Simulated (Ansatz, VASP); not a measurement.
Te in VASP and in Ansatz

File INCAR:

```
PREC = Accurate
ENCUT = 520
EDIFF = 1E-8
ISMEAR = -1
SIGMA = 0.05
LREAL = F
LASPH = T
NELM = 80
ALGO = Normal
ISIF = 2
LWAVE = F
LCHARG = F
GGA = PE
LEFG = T
NBANDS = 16
```

KPOINTS

```
Automatic mesh
0
Gamma
  8 8 5
```

Contents of POSCAR:

```
Te
1.0
    4.4579994587      0.0000000000      0.0000000000
   -2.2289997294      3.8607407813      0.0000000000
    0.0000000000      0.0000000000      5.9250000000
Te
3
Direct
    0.7450000000      0.0000000000      0.3333333333
    0.0000000000      0.7450000000      0.6666666667
    0.2550000000      0.2550000000      0.0000000000
```

Input for Ansatz:

```yaml
crystal:
  lattice:
    - [4.4579994587, 0.0, 0.0]
    - [-2.2289997294, 3.8607407813, 0.0]
    - [0.0, 0.0, 5.925]
  atoms:
    - { symbol: Te, position: [0.745, 0.0, 0.3333333333] }
    - { symbol: Te, position: [0.0, 0.745, 0.6666666667] }
    - { symbol: Te, position: [0.255, 0.255, 0.0] }
kpoints:
  mp_grid: { grid: [8, 8, 5] }
scf:
  occupations: { method: fermi_dirac, width: 0.05 }
hamiltonian:
  xc: pbe
  pseudopotentials: { kind: paw }
output:
  forces: true
  stress: true
  populations: true
  efg: { contact_densities: true }
```

Alike in both runs: task electric field gradients; functional PBE; k mesh 8 × 8 × 5; occupations fermi-dirac, width 0.05 eV; no spin polarisation.

|  | VASP | Ansatz |
| --- | --- | --- |
| version | VASP 6.6.1 | Ansatz 0.2.0 |
| potentials or method | VASP PAW PBE potentials, release 64 (Te) | plane-wave PAW, scalar-relativistic |
| plane-wave cutoff (eV) | 520 | 420 |
| valence electrons in the cell | 18 | 48 |

```csv
,VASP,Ansatz,Ansatz less VASP
pressure (GPa),3.2,3.1,-0.04
"traceless stress, the component that is largest in VASP (GPa)",0.77,0.73,-0.037
rms of the force components (eV/Å),0.368,0.356,-0.0116
size of Vzz on the site where it differs most (V/Å²),563.6,592.8,+29.15
```

Atom by atom the forces differ by 0.012 eV/Å (rms over components). VASP's potentials hold 18 valence electrons a cell and Ansatz's 48, so a difference there can come from the potentials and not from the codes.

Spin-orbit coupling is off throughout.
